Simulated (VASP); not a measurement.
Wanted: the native input for a VASP 6.6.1 run.

* Task: single point
* Functional: LDA
* Potentials or basis: VASP PAW LDA potentials, release 64 (Nb_sv)
* Cutoff: 520 eV
* k mesh: 15 × 15 × 15
* Occupations: fermi-dirac, width 0.05 eV
* Spin: no spin polarisation
* Dipole correction: no
* Further INCAR settings: ALGO = Normal; EDIFF = 1e-07; NBANDS = 12

The structure of Nb lies in POSCAR:

```
Nb
1.0
    2.6572971301      0.0000000000      0.0000000000
    0.0000000000      2.6572971301      0.0000000000
    0.0000000000      0.0000000000      2.6572971301
Nb
1
Direct
    0.0000000000      0.0000000000      0.0000000000
```

This isn't the form of Nb at room conditions, which is bcc.

The input as run:

INCAR

```
SYSTEM = Nb
PREC     = Accurate       ! precision mode
ENCUT    = 520            ! plane-wave cutoff, eV
EDIFF    = 1E-7           ! SCF threshold, eV
ISMEAR   = -1             ! smearing method
SIGMA    = 0.05           ! smearing width, eV
LREAL    = .FALSE.        ! projectors in reciprocal space
LASPH    = .TRUE.         ! aspherical terms in the spheres
NELM     = 100            ! most SCF steps
ALGO     = Normal         ! electronic algorithm
ISIF     = 2              ! what is computed and relaxed
LWAVE    = .FALSE.        ! write WAVECAR
LCHARG   = .FALSE.        ! write CHGCAR
GGA      = CA             ! functional
NBANDS   = 12             ! bands
```

KPOINTS

```
regular mesh
0
G
  15 15 15
  0 0 0
```

Potentials or basis: VASP PAW LDA potentials, release 64 (Nb_sv).

Launch:

```console
$ cat potpaw_LDA.64/Nb_sv/POTCAR > POTCAR
$ mpirun -np 1 vasp_std > vasp.out
```

Results of the run:

| Quantity | Value |
| --- | --- |
| Pressure | 1.0 GPa |
| Band gap on the k mesh | zero (an odd number of electrons rules out a gap without spin polarisation) |

It took 26 s on 1 thread of Intel Xeon 8259CL, with other jobs on the host, peak memory 0.14 GiB.
